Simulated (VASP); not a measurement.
**Mo: single point with PBE**

System: Mo, a slab with vacuum.

```xyz
9
Lattice="2.7211 0.0000 0.0000 0.0000 4.4435 0.0000 0.0000 0.0000 28.2617" Properties=species:S:1:pos:R:3 pbc="T T T"
Mo    0.9070    2.2217    9.0000
Mo    1.8140    0.0000   10.2827
Mo    0.0000    2.2217   11.5654
Mo    0.9070    0.0000   12.8481
Mo    1.7952    2.2217   14.1529
Mo   -0.0430    0.0000   15.4690
Mo    0.8514    2.2217   16.7653
Mo    1.8207    0.0000   18.0598
Mo    0.0043    2.2217   19.1621
```

* Program: VASP 6.6.1
* Task: single point
* Functional: PBE
* Potentials or basis: VASP PAW PBE potentials, release 64 (Mo_sv)
* Cutoff: 520 eV
* k mesh: 9 × 6 × 1
* Occupations: gaussian, width 0.1 eV
* Spin: no spin polarisation
* Dipole correction: yes
* Further INCAR settings: ALGO = Normal; EDIFF = 1e-06; NBANDS = 73

```json
{
  "Largest force": "1.421 eV/Å",
  "Band gap on the k mesh": "zero (bands 63 and 64 overlap by 1.47 eV)"
}
```

Forces on the atoms (eV/Å):
```
Mo  -0.015  0.000  1.421
Mo  -0.204  0.000 -0.853
Mo   0.208  0.000 -0.615
Mo   0.011  0.000  0.008
Mo   0.001  0.000 -0.003
Mo  -0.003  0.000  0.001
Mo   0.005  0.000 -0.011
Mo  -0.007  0.000  0.008
Mo   0.005  0.000  0.043
```

Levels at points of the mesh, in eV from the Fermi level:
| k point | band 61 | band 62 | band 63 | band 64 | band 65 | band 66 |
| --- | --- | --- | --- | --- | --- | --- |
| (0.00, 0.00, 0.00) | -1.10 | -1.06 | -0.61 | -0.18 | 0.03 | 0.73 |
| (0.00, 0.50, 0.00) | -0.17 | -0.09 | 0.59 | 0.95 | 0.97 | 1.04 |

It took 35 min on 1 thread of AMD EPYC 7R13, with other jobs on the host, peak memory 0.54 GiB.
